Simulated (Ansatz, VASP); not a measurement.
ZnSe: VASP beside Ansatz

INCAR

```
SYSTEM = ZnSe
PREC = Accurate
ENCUT = 520
EDIFF = 1E-6
ISMEAR = 0
SIGMA = 0.05
LREAL = .FALSE.
LASPH = .TRUE.
NELM = 60
ALGO = Normal
ISIF = 2
LWAVE = .FALSE.
LCHARG = .FALSE.
NBANDS = 26
```

Contents of KPOINTS:

```
Automatic mesh
0
G
  8 8 6
  0 0 0
```

The input POSCAR:

```
ZnSe
1.0
    4.1020000000      0.0000000000      0.0000000000
    0.0000000000      4.1020000000      0.0000000000
    0.0000000000      0.0000000000      5.8869000000
Zn Se
2 2
Direct
    0.0000000000      0.0000000000      0.0000000000
    0.5000000000      0.5000000000      0.0000000000
    0.0000000000      0.5000000000      0.2797006019
    0.5000000000      0.0000000000      0.7202993981
```

Input for Ansatz:

```yaml
crystal:
  lattice:
    - [4.102, 0.0, 0.0]
    - [0.0, 4.102, 0.0]
    - [0.0, 0.0, 5.8869]
  atoms:
    - { symbol: Zn, position: [0.0, 0.0, 0.0] }
    - { symbol: Zn, position: [0.5, 0.5, 0.0] }
    - { symbol: Se, position: [0.0, 0.5, 0.2797006019] }
    - { symbol: Se, position: [0.5, 0.0, 0.7202993981] }
basis:
  ecutwfc: 520.0
kpoints:
  mp_grid: { grid: [8, 8, 6] }
hamiltonian:
  xc: lda
  pseudopotentials: { kind: paw, azcp: { folder: soft_1 } }
scf:
  occupations: { method: gaussian, width: 0.05 }
output:
  forces: true
  stress: true
  eigenvalues: true
```

Alike in both runs: task single point; functional LDA; k mesh 8 × 8 × 6; occupations gaussian, width 0.05 eV; no spin polarisation.

|  | VASP | Ansatz |
| --- | --- | --- |
| version | VASP 6.6.1 | Ansatz 0.2.0 |
| potentials or method | VASP PAW LDA potentials, release 64 (Zn, Se), cutoff 520 eV | scalar-relativistic, plane waves, PAW |
| valence electrons in the cell | 36 | 56 |

|  | VASP | Ansatz | Ansatz less VASP |
| --- | --- | --- | --- |
| gap on the k mesh at the Fermi level (eV) | 1.18 | 1.16 | -0.018 |
| least direct gap on the mesh (eV) | 1.18 | 1.16 | -0.018 |
| pressure (GPa) | -8.3 | -8.5 | -0.21 |
| traceless stress, the component that is largest in VASP (GPa) | -2.04 | -2.04 | -0.001 |
| rms of the force components (eV/Å) | 0.694 | 0.710 | +0.0152 |

Ansatz warns that its potentials were made for another functional, while VASP's fit it. LDA's correlation is that of Perdew and Zunger in VASP and of Perdew and Wang (1992) in Ansatz. Atom by atom the forces differ by 0.015 eV/Å (rms over components). VASP's potentials hold 36 valence electrons a cell and Ansatz's 56, so a difference there can come from the potentials and not from the codes.
